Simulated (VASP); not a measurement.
# GaP (F-43m) in VASP: notebook

GaP is run at these levels: PBE; tasks: single point.

Program: VASP 6.6.1. These are calculated values, not measurements. Logs are shortened: lines on timing, memory, paths and dates and some standing lists are left out, and cuts for length are marked.

**Measured values to compare with.**

“Stacking defects in GaP nanowires: Electronic structure and optical properties”, 2018, arxiv:1810.01194 quotes, for a bulk crystal of GaP at 10 K: band gap 2.34 eV (indirect).

The results are compared with them further down.

## (1) The cell of the first run

It takes space group F-43m (No. 216, cubic). The conventional cell has a = 5.506 Å, b = 5.506 Å, c = 5.506 Å, α = 90.00°, β = 90.00°, γ = 90.00°. Ga (site symmetry -43m) has 4 P at 2.38 Å within 3.1 Å. P (site symmetry -43m) has 4 Ga at 2.38 Å within 3.1 Å.

## (2) Single point, PBE

File INCAR:

```
SYSTEM = GaP
  PREC = Accurate
  ENCUT = 520
  EDIFF = 1E-7
  ISMEAR = 0
  SIGMA = 0.05
  LREAL = .FALSE.
  LASPH = .TRUE.
  NELM = 80
  ALGO = Normal
  ISIF = 2
  LWAVE = .FALSE.
  LCHARG = .TRUE.
  GGA = PE
  LELF = .TRUE.
  LVHAR = .TRUE.
  NBANDS = 16
```

File KPOINTS:

```
regular mesh
0
G
  10 10 10
  0 0 0
```

File POSCAR:

```
GaP
1.0
    0.0000000000      2.7530800596      2.7530800596
    2.7530800596      0.0000000000      2.7530800596
    2.7530800596      2.7530800596      0.0000000000
Ga P
1 1
Direct
    0.0000000000      0.0000000000      0.0000000000
    0.7500000000      0.7500000000      0.7500000000
```

Potentials or basis: VASP PAW PBE potentials, release 64 (Ga_d, P).

Started as:

```
cat potpaw_PBE.64/Ga_d/POTCAR potpaw_PBE.64/P/POTCAR > POTCAR
mpirun -np 1 vasp_std > vasp.out
```

OUTCAR:

```text
SYSTEM = GaP
   PREC = Accurate
   ENCUT = 520
   EDIFF = 1E-7
   ISMEAR = 0
   LREAL = .FALSE.
   LASPH = .TRUE.
   NELM = 80
   ISIF = 2
   GGA = PE

 ion  position               nearest neighbor table
   1  0.000  0.000  0.000-   2 2.38   2 2.38   2 2.38   2 2.38
   2  0.750  0.750  0.750-   1 2.38   1 2.38   1 2.38   1 2.38

  LATTYP: Found a face centered cubic cell.
 ALAT       =     5.5061601192

  Lattice vectors:

 A1 = (   0.0000000000,   2.7530800596,   2.7530800596)
 A2 = (   2.7530800596,   0.0000000000,   2.7530800596)
 A3 = (   2.7530800596,   2.7530800596,   0.0000000000)

Analysis of symmetry for initial positions (statically):
=====================================================================
 Subroutine PRICEL returns:
 Original cell was already a primitive cell.

 Routine SETGRP: Setting up the symmetry group for a
 face centered cubic supercell.

 Subroutine GETGRP returns: Found 24 space group operations
 (whereof 24 operations were pure point group operations)
 out of a pool of 48 trial point group operations.

The static configuration has the point symmetry T_d .

Analysis of symmetry for dynamics (positions and initial velocities):
=====================================================================
 Subroutine PRICEL returns:
 Original cell was already a primitive cell.

 Routine SETGRP: Setting up the symmetry group for a
 face centered cubic supercell.

 Subroutine GETGRP returns: Found 24 space group operations
 (whereof 24 operations were pure point group operations)
 out of a pool of 48 trial point group operations.

The dynamic configuration has the point symmetry T_d .

 Subroutine INISYM returns: Found 24 space group operations
 (whereof 24 operations are pure point group operations),
 and found     1 'primitive' translations

----------------------------------------------------------------------------------------

                                     Primitive cell

  volume of cell :      41.7337

  direct lattice vectors                    reciprocal lattice vectors
     0.000000000  2.753080060  2.753080060    -0.181614769  0.181614769  0.181614769
     2.753080060  0.000000000  2.753080060     0.181614769 -0.181614769  0.181614769
     2.753080060  2.753080060  0.000000000     0.181614769  0.181614769 -0.181614769

  length of vectors
     3.893443159  3.893443159  3.893443159     0.314566008  0.314566008  0.314566008

  position of ions in fractional coordinates (direct lattice)
     0.000000000  0.000000000  0.000000000
     0.750000000  0.750000000  0.750000000

  ion indices of the primitive-cell ions
   primitive index   ion index
                 1           1
                 2           2

----------------------------------------------------------------------------------------

 KPOINTS: regular mesh

Automatic generation of k-mesh.
 Grid dimensions read from file:
 generate k-points for:   10   10   10

 Generating k-lattice:

  Cartesian coordinates                     Fractional coordinates (reciprocal lattice)
    -0.018161477  0.018161477  0.018161477     0.100000000  0.000000000  0.000000000
     0.018161477 -0.018161477  0.018161477     0.000000000  0.100000000  0.000000000
     0.018161477  0.018161477 -0.018161477     0.000000000  0.000000000  0.100000000

  Length of vectors
     0.031456601  0.031456601  0.031456601

  Shift w.r.t. Gamma in fractional coordinates (k-lattice)
     0.000000000  0.000000000  0.000000000

 Subroutine IBZKPT returns following result:
 ===========================================

 Found     47 irreducible k-points:

 Following reciprocal coordinates:
            Coordinates               Weight
  0.000000  0.000000  0.000000      1.000000
  0.100000  0.000000  0.000000      8.000000
  0.200000  0.000000  0.000000      8.000000
  0.300000  0.000000  0.000000      8.000000
  0.400000  0.000000  0.000000      8.000000
  0.500000  0.000000  0.000000      4.000000
[... 16 lines left out ...]
  0.300000  0.300000  0.000000      6.000000
  0.400000  0.300000  0.000000     24.000000
 [... further k-points ...]
   k-points           NKPTS =     47   k-points in BZ     NKDIM =     47   number of bands    NBANDS=     16
   number of dos      NEDOS =    301   number of ions     NIONS =      2
   total plane-waves  NPLWV =  27000
   dimension x,y,z NGX =    30 NGY =   30 NGZ =   30
   dimension x,y,z NGXF=    60 NGYF=   60 NGZF=   60
   ions per type =               1   1
   NGX,Y,Z   is equivalent  to a cutoff of  12.81, 12.81, 12.81 a.u.
   NGXF,Y,Z  is equivalent  to a cutoff of  25.62, 25.62, 25.62 a.u.
 SYSTEM =  GaP
   PREC   = accura    normal or accurate (medium, high low for compatibility)
   ISTART =      0    job   : 0-new  1-cont  2-samecut
   ICHARG =      2    charge: 1-file 2-atom 10-const
   ISPIN  =      1    spin polarized calculation?
   LNONCOLLINEAR =      F non collinear calculations
   LSORBIT =      F    spin-orbit coupling
   LASPH  =      T    aspherical Exc in radial PAW
   ENCUT  =  520.0 eV  38.22 Ry    6.18 a.u.   7.24  7.24  7.24*2*pi/ulx,y,z
   NELM   =     80;   NELMIN=  2; NELMDL= -5     # of ELM steps
   EDIFF  = 0.1E-06   stopping-criterion for ELM
   LREAL  =      F    real-space projection
   EDIFFG = 0.1E-05   stopping-criterion for IOM
   NSW    =      0    number of steps for IOM
   IBRION =     -1    ionic relax: 0-MD 1-quasi-New 2-CG
   NFREE  =      0    steps in history (QN), initial steepest desc. (CG)
   ISIF   =      2    stress and relaxation
   ISYM   =      2    0-nonsym 1-usesym 2-fastsym
   POTIM  = 0.5000    time-step for ionic-motion
   TEBEG  =    0.0;   TEEND  =   0.0 temperature during run
   PSTRESS=    0.0 pullay stress
   NELECT =      18.0000    total number of electrons
   NUPDOWN=      -1.0000    fix difference up-down
   EMIN   =  10.00;   EMAX   =-10.00  energy-range for DOS
   EFERMI =   0.00;   METHOD = LEGACY
   ISMEAR =     0;   SIGMA  =   0.05  broadening in eV -4-tet -1-fermi 0-gaus
   EFERMI_NEDOS =   21; number of points for ismear=-14 and -15
   IALGO  =     38    algorithm
   IMIX   =      4    mixing-type and parameters
     AMIX     =   0.40;   BMIX     =  1.00
     AMIX_MAG =   1.60;   BMIX_MAG =  1.00
  volume/ion in A,a.u.               =      20.87       140.82
  Fermi-wavevector in a.u.,A,eV,Ry     =   1.236906  2.337414 20.816062  1.529937
  Thomas-Fermi vector in A             =   2.371496
   LORBIT       =      0    0 simple, 1 ext, 2 COOP (PROOUT), +10 PAW based schemes
   GGA     = PE    functional components
   LHFCALC =     F    Hartree Fock is set to
   AEXX    =    0.0000 exact exchange contribution
   IVDW    =     0    specifies the selected vdW correction
   LEPSILON=     F    determine dielectric tensor
   LRPA    =     F    only Hartree local field effects (RPA)
 non-spin polarized calculation
 Gauss-broadening in eV      SIGMA  =   0.05
  energy-cutoff  :      520.00
  volume of cell :       41.73
 maximum number of plane-waves:      1158
 NGX is ok and might be reduce to    30
   NGX = 15   NGY = 15   NGZ = 15

 number of electron      18.0000003 magnetization

 Free energy of the ion-electron system (eV)
  ---------------------------------------------------
  ext. energy  EPLUGINS =         0.00000000
  ---------------------------------------------------
  free energy    TOTEN  =        -9.12760897 eV

  energy without entropy =       -9.12760897  energy(sigma->0) =       -9.12760897

 E-fermi :   4.5424     XC(G=0):  -9.6951

 val. band max:        4.3451733602   @ k =   0.0000   0.0000   0.0000
 cond. band min:       5.9206933162   @ k =   0.0000   0.0000   0.0000
 fundamental gap:      1.5755199560
 Fermi energy:         4.5424349238

 k-point     1 :       0.0000    0.0000    0.0000
  band No.  band energies     occupation
      1     -10.1566      2.00000
      2     -10.1566      2.00000
      3     -10.1566      2.00000
      4     -10.0658      2.00000
      5     -10.0658      2.00000
      6      -7.9213      2.00000
[... 8 lines left out ...]
     15      14.0904      0.00000
     16      14.0904      0.00000

 k-point     2 :       0.1000    0.0000    0.0000
  band No.  band energies     occupation
      1     -10.1643      2.00000
      2     -10.1538      2.00000
      3     -10.1538      2.00000
      4     -10.0659      2.00000
      5     -10.0659      2.00000
      6      -7.7964      2.00000
[... 8 lines left out ...]
     15      13.6360      0.00000
     16      13.6360      0.00000

 k-point     3 :       0.2000    0.0000    0.0000
  band No.  band energies     occupation
      1     -10.1835      2.00000
      2     -10.1470      2.00000
      3     -10.1470      2.00000
      4     -10.0654      2.00000
      5     -10.0654      2.00000
      6      -7.4344      2.00000
[... 8 lines left out ...]
     15      13.2236      0.00000
     16      14.3459      0.00000

 k-point     4 :       0.3000    0.0000    0.0000
  band No.  band energies     occupation
      1     -10.2055      2.00000
      2     -10.1399      2.00000
      3     -10.1399      2.00000
      4     -10.0635      2.00000
      5     -10.0635      2.00000
      6      -6.8818      2.00000
[... 8 lines left out ...]
     15      13.6130      0.00000
     16      14.0031      0.00000
[... 324 lines left out ...]
 k-point    22 :      -0.2000    0.2000    0.0000
  band No.  band energies     occupation
      1     -10.2111      2.00000
      2     -10.1354      2.00000
      3     -10.1344      2.00000
      4     -10.0689      2.00000
      5     -10.0619      2.00000
      6      -6.6921      2.00000
[... 8 lines left out ...]
     15      15.4985      0.00000
     16      16.2360      0.00000

 k-point    23 :       0.3000    0.3000    0.0000
  band No.  band energies     occupation
      1     -10.2317      2.00000
      2     -10.1187      2.00000
      3     -10.1187      2.00000
      4     -10.0851      2.00000
      5     -10.0530      2.00000
      6      -6.5197      2.00000
[... 8 lines left out ...]
     15      15.4117      0.00000
     16      17.9011      0.00000

 k-point    24 :       0.4000    0.3000    0.0000
  band No.  band energies     occupation
      1     -10.2427      2.00000
      2     -10.1135      2.00000
      3     -10.1116      2.00000
      4     -10.0874      2.00000
      5     -10.0511      2.00000
      6      -6.0238      2.00000
[... 8 lines left out ...]
     15      16.0453      0.00000
     16      17.8907      0.00000

 [... further k-points ...]
[... 5 lines left out ...]
  --------------------------------------------------------------------------------------
  -------------------------------------------------------------------------------------
  Total       -0.0014357     -0.0014357     -0.0014357      0.0000000      0.0000000      0.0000000
  in kB       -0.0551187     -0.0551187     -0.0551187      0.0000000      0.0000000      0.0000000
  external PRESSURE =      -0.0551187 kB  Pullay stress =       0.0000000 kB

 VOLUME and BASIS-vectors are now :
 -----------------------------------------------------------------------------
  energy-cutoff  :      520.00
  volume of cell :       41.73
      direct lattice vectors                 reciprocal lattice vectors
     0.000000000  2.753080060  2.753080060    -0.181614769  0.181614769  0.181614769
     2.753080060  0.000000000  2.753080060     0.181614769 -0.181614769  0.181614769
     2.753080060  2.753080060  0.000000000     0.181614769  0.181614769 -0.181614769

 POSITION                                       TOTAL-FORCE (eV/Angst)
 -----------------------------------------------------------------------------------
      0.00000      0.00000      0.00000        -0.000000     -0.000000     -0.000000
      4.12962      4.12962      4.12962         0.000000      0.000000      0.000000
 -----------------------------------------------------------------------------------
    total drift:                               -0.000002     -0.000002     -0.000002

  FREE ENERGIE OF THE ION-ELECTRON SYSTEM (eV)
  ---------------------------------------------------
  free  energy   TOTEN  =        -9.1276089744 eV

  energy  without entropy=       -9.1276089743  energy(sigma->0) =       -9.12760897
```

Wall time 53 s (1 thread of AMD EPYC 7R13, shared host); peak memory 0.15 GiB.

Results:

```
Free energy            : -9.1276 eV
Pressure               : 0.0 GPa
Band gap on the k mesh : 1.58 eV, direct
```

Levels at points of the mesh, in eV from the valence-band top:
```tsv
k point	band 6	band 7	band 8	band 9	band 10	band 11	band 12	band 13
(0.00, 0.00, 0.00)	-12.27	0.00	0.00	0.00	1.58	3.90	3.90	3.90
(0.50, 0.00, 0.00)	-10.30	-6.46	-1.07	-1.07	1.58	4.73	4.73	8.23
(0.50, 0.50, 0.00)	-9.44	-6.61	-2.58	-2.58	1.72	1.85	10.37	10.37
```

## (3) Single point, PBE

File INCAR:

```
ALGO = Normal
EDIFF = 1E-6
ENCUT = 520
GGA = PE
ISIF = 2
ISMEAR = -4
LASPH = True
LCHARG = False
LREAL = False
LWAVE = False
NBANDS = 16
NELM = 60
PREC = Accurate
SIGMA = 0.1
```

File KPOINTS:

```
k-points
0
Gamma
  10 10 10
```

POSCAR is that of step 2.

Potentials or basis: VASP PAW PBE potentials, release 64 (Ga_d, P).

Started as:

```
cat potpaw_PBE.64/Ga_d/POTCAR potpaw_PBE.64/P/POTCAR > POTCAR
mpirun -np 1 vasp_std > vasp.out
```

OUTCAR:

```text
EDIFF = 1E-6
   ENCUT = 520
   GGA = PE
   ISIF = 2
   ISMEAR = -4
   LASPH = True
   LREAL = False
   NELM = 60
   PREC = Accurate

 ion  position               nearest neighbor table
   1  0.000  0.000  0.000-   2 2.38   2 2.38   2 2.38   2 2.38
   2  0.750  0.750  0.750-   1 2.38   1 2.38   1 2.38   1 2.38

  LATTYP: Found a face centered cubic cell.
 ALAT       =     5.5061601192

  Lattice vectors:

 A1 = (   0.0000000000,   2.7530800596,   2.7530800596)
 A2 = (   2.7530800596,   0.0000000000,   2.7530800596)
 A3 = (   2.7530800596,   2.7530800596,   0.0000000000)

Analysis of symmetry for initial positions (statically):
=====================================================================
 Subroutine PRICEL returns:
 Original cell was already a primitive cell.

 Routine SETGRP: Setting up the symmetry group for a
 face centered cubic supercell.

 Subroutine GETGRP returns: Found 24 space group operations
 (whereof 24 operations were pure point group operations)
 out of a pool of 48 trial point group operations.

[... 157 lines left out ...]
 Free energy of the ion-electron system (eV)
  ---------------------------------------------------
  ext. energy  EPLUGINS =         0.00000000
  ---------------------------------------------------
  free energy    TOTEN  =        -9.12760863 eV

  energy without entropy =       -9.12760863  energy(sigma->0) =       -9.12760863

 E-fermi :   4.4360     XC(G=0):  -9.6954

 val. band max:        4.3448713620   @ k =   0.0000   0.0000   0.0000
 cond. band min:       5.9203925289   @ k =   0.0000   0.0000   0.0000
 fundamental gap:      1.5755211669
 Fermi energy:         4.4360382220

 k-point     1 :       0.0000    0.0000    0.0000
  band No.  band energies     occupation
      1     -10.1563      2.00000
      2     -10.1563      2.00000
      3     -10.1563      2.00000
      4     -10.0655      2.00000
      5     -10.0655      2.00000
      6      -7.9215      2.00000
[... 433 lines left out ...]
      3     -10.1113      2.00000
      4     -10.0871      2.00000
      5     -10.0508      2.00000
      6      -6.0241      2.00000
[... 8 lines left out ...]
     15      16.0451      0.00000
     16      17.8902      0.00000

 [... further k-points ...]
[... 5 lines left out ...]
  --------------------------------------------------------------------------------------
  -------------------------------------------------------------------------------------
  Total       -0.0171291     -0.0171291     -0.0171291     -0.0000000      0.0000000     -0.0000000
  in kB       -0.6575953     -0.6575953     -0.6575953     -0.0000000      0.0000000     -0.0000000
  external PRESSURE =      -0.6575953 kB  Pullay stress =       0.0000000 kB

 VOLUME and BASIS-vectors are now :
 -----------------------------------------------------------------------------
  energy-cutoff  :      520.00
  volume of cell :       41.73
      direct lattice vectors                 reciprocal lattice vectors
     0.000000000  2.753080060  2.753080060    -0.181614769  0.181614769  0.181614769
     2.753080060  0.000000000  2.753080060     0.181614769 -0.181614769  0.181614769
     2.753080060  2.753080060  0.000000000     0.181614769  0.181614769 -0.181614769

 POSITION                                       TOTAL-FORCE (eV/Angst)
 -----------------------------------------------------------------------------------
      0.00000      0.00000      0.00000        -0.000000     -0.000000     -0.000000
      4.12962      4.12962      4.12962         0.000000      0.000000      0.000000
 -----------------------------------------------------------------------------------
    total drift:                               -0.000002     -0.000002     -0.000002

  FREE ENERGIE OF THE ION-ELECTRON SYSTEM (eV)
  ---------------------------------------------------
  free  energy   TOTEN  =        -9.1276086340 eV

  energy  without entropy=       -9.1276086340  energy(sigma->0) =       -9.12760863
```

OSZICAR:

```text
N       E                     dE             d eps       ncg     rms          rms(c)
DAV:   1     0.824579548075E+02    0.82458E+02   -0.90934E+03  1552   0.158E+03
DAV:   2    -0.279484020351E+01   -0.85253E+02   -0.81321E+02  1728   0.317E+02
DAV:   3    -0.927758396210E+01   -0.64827E+01   -0.64607E+01  1848   0.665E+01
DAV:   4    -0.938554868868E+01   -0.10796E+00   -0.10794E+00  1872   0.932E+00
DAV:   5    -0.938762164577E+01   -0.20730E-02   -0.20729E-02  1912   0.113E+00    0.411E+00
DAV:   6    -0.915139171275E+01    0.23623E+00   -0.37676E-01  2320   0.101E+01    0.270E+00
DAV:   7    -0.912672769077E+01    0.24664E-01   -0.89328E-02  2000   0.196E+00    0.109E+00
DAV:   8    -0.912705777964E+01   -0.33009E-03   -0.12894E-02  1736   0.136E+00    0.174E-01
DAV:   9    -0.912745980224E+01   -0.40202E-03   -0.13079E-03  1880   0.507E-01    0.826E-02
DAV:  10    -0.912753547165E+01   -0.75669E-04   -0.11224E-04  2328   0.108E-01    0.417E-02
DAV:  11    -0.912760901367E+01   -0.73542E-04   -0.10166E-04  1752   0.833E-02    0.511E-03
DAV:  12    -0.912760863397E+01    0.37970E-06   -0.28811E-06  1824   0.217E-02
   1 F= -.91276086E+01 E0= -.91276086E+01  d E =0.000000E+00
```

stdout:

```text
POSCAR found type information on POSCAR GaP
 POSCAR found :  2 types and       2 ions
 scaLAPACK will be used
 LDA part: xc-table for (Slater+PW92), standard interpolation
 POSCAR, INCAR and KPOINTS ok, starting setup
 FFT: planning ... GRIDC
 FFT: planning ... GRID_SOFT
 FFT: planning ... GRID
 WAVECAR not read
 entering main loop
```

It took 50 s on 1 thread of AMD EPYC 7R13, shared host; peak memory 0.15 GiB.

Results:

```
Free energy            : -9.1276 eV
Pressure               : -0.1 GPa
Band gap on the k mesh : 1.58 eV, direct
```

Levels at points of the mesh, in eV from the valence-band top:
```tsv
k point	band 5	band 6	band 7	band 8	band 9	band 10	band 11	band 12	band 13	band 14
(0.00, 0.00, 0.00)	-14.41	-12.27	0.00	0.00	0.00	1.58	3.90	3.90	3.90	8.68
(0.50, 0.00, 0.00)	-14.40	-10.30	-6.46	-1.07	-1.07	1.58	4.73	4.73	8.22	10.67
(0.50, 0.50, 0.00)	-14.39	-9.44	-6.61	-2.58	-2.58	1.72	1.85	10.37	10.37	10.92
```

[end of part 1 of 2]
